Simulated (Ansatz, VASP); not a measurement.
## GaN: VASP beside Ansatz

```
Ga N
1.0
    -0.04565    2.11558    2.11558
     2.11558   -0.04565    2.11558
     2.11558    2.11558   -0.04565
Ga N
1 1
Direct
  0.00000 0.00000 0.00000
  0.50000 0.50000 0.50000
```

Change from the starting cell: epitaxial_111 strain +2.5%.

Alike in both runs: task single point; functional PBE; k mesh 10 × 10 × 10; occupations fermi-dirac, width 0.02 eV; no spin polarisation.

|  | VASP | Ansatz |
| --- | --- | --- |
| version | VASP 6.6.1 | Ansatz 0.2.0 |
| potentials or method | VASP PAW PBE potentials, release 64 (Ga_d, N) | plane waves, PAW |
| plane-wave cutoff (eV) | 520 | 420 |
| valence electrons in the cell | 18 | 18 |

Ansatz gave:

- pressure (GPa): -1.1
- traceless stress, the component that is largest in VASP (GPa): 4.22

Task: Which values does VASP return?

Result: Pressure (GPa): -0.4; traceless stress, the component that is largest in VASP (GPa): 4.22.
